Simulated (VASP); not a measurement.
A run of VASP 6.6.1:

INCAR

```
ALGO     = Normal         # electronic algorithm
EDIFF    = 1E-7           # SCF threshold, eV
ENCUT    = 520            # plane-wave cutoff, eV
GGA      = PE             # functional
ISIF     = 2              # what is computed and relaxed
ISMEAR   = 0              # smearing method
LASPH    = True           # aspherical terms in the spheres
LCHARG   = False          # write CHGCAR
LREAL    = False          # projectors in reciprocal space
LWAVE    = False          # write WAVECAR
NBANDS   = 26             # bands
NELM     = 100            # most SCF steps
PREC     = Accurate       # precision mode
SIGMA    = 0.1            # smearing width, eV
```

The input KPOINTS:

```
k-points
0
Gamma
  6 6 4
```

POSCAR

```
Mg2Ge2N
1.0
    3.9750685800      0.0000000000      0.0000000000
   -1.9875342900      3.4425103700      0.0000000000
    0.0000000000      0.0000000000      6.7768219500
Mg Ge N
2 2 1
Direct
    0.3333333300      0.6666666700      0.0000000000
    0.0000000000      0.0000000000      0.5000000000
    0.0000000000      0.0000000000      0.1326452800
    0.0000000000      0.0000000000      0.8673547200
    0.3333333300      0.6666666700      0.5000000000
```

Potentials or basis: VASP PAW PBE potentials, release 64 (Mg, Ge_d, N).

Launch:

```sh
$ cat potpaw_PBE.64/Mg/POTCAR potpaw_PBE.64/Ge_d/POTCAR potpaw_PBE.64/N/POTCAR > POTCAR
$ mpirun -np 1 vasp_std > vasp.out
```

Hardware: 1 thread of Intel(R) Xeon(R) 6975P-C (Granite Rapids), with other jobs on the host.

Estimate the wall time of this run.

Run time: 29 s on 1 thread of Intel(R) Xeon(R) 6975P-C (Granite Rapids), with other jobs on the host, peak memory 0.22 GiB. Counts: scf iterations 16, k points 21.
